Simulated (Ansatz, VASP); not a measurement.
# Two plane-wave programs on CaSe

INCAR

```
  PREC = Accurate
  ENCUT = 520
  EDIFF = 1E-7
  ISMEAR = -1
  SIGMA = 0.02
  LREAL = F
  LASPH = T
  NELM = 60
  ALGO = Normal
  ISIF = 2
  LWAVE = F
  LCHARG = T
  GGA = PE
  LELF = T
  LVHAR = T
  NBANDS = 15
```

The input KPOINTS:

```
regular mesh
0
Gamma
  6 6 6
```

Contents of POSCAR:

```
CaSe
1.0
    0.0000000000      3.1162392114      3.1162392114
    3.1162392114      0.0000000000      3.1162392114
    3.1162392114      3.1162392114      0.0000000000
Ca Se
1 1
Direct
    0.0000000000      0.0000000000      0.0000000000
    0.2500000000      0.2500000000      0.2500000000
```

Input for Ansatz:

```yaml
crystal:
  lattice:
    - [0.0, 3.1162392114, 3.1162392114]
    - [3.1162392114, 0.0, 3.1162392114]
    - [3.1162392114, 3.1162392114, 0.0]
  atoms:
    - { symbol: Ca, position: [0.0, 0.0, 0.0] }
    - { symbol: Se, position: [0.25, 0.25, 0.25] }
kpoints:
  mp_grid: { grid: [6, 6, 6] }
  band_path:
    path:
      - [0.0, 0.0, 0.0]
      - [-0.5, -0.5, 0.0]
      - [-0.375, -0.375, 0.25]
      - [-0.375, 0.0, 0.375]
      - [0.0, 0.0, 0.5]
      - [-0.5, -0.25, 0.25]
      - [-0.2625, 0.0, 0.2625]
    npoints: 1
hamiltonian:
  xc: pbe
scf:
  occupations: { method: fermi_dirac, width: 0.02 }
  n_extra_bands: 4
output:
  forces: true
  stress: true
  eigenvalues: true
```

Change from the starting cell: hydrostatic strain -5.0%.

Alike in both runs: task single point; functional PBE; k mesh 6 × 6 × 6; occupations fermi-dirac, width 0.02 eV; no spin polarisation.

```csv
,VASP,Ansatz
version,VASP 6.6.1,Ansatz 0.2.0
potentials or method,"VASP PAW PBE potentials, release 64 (Ca_sv, Se)","plane waves, PAW"
plane-wave cutoff (eV),520,420
valence electrons in the cell,16,26
```

Ansatz gave:

```
gap on the k mesh at the Fermi level (eV) : 3.52
pressure (GPa)                            : 7.5
```

**Question.** Estimate VASP's values.

**Answer.** gap on the k mesh at the Fermi level (eV): 3.51; pressure (GPa): 7.7.

With one functional, cell and mesh, what is left measures potentials, basis and numerics. VASP's potentials hold 16 valence electrons a cell and Ansatz's 26, so a difference there can come from the potentials and not from the codes.
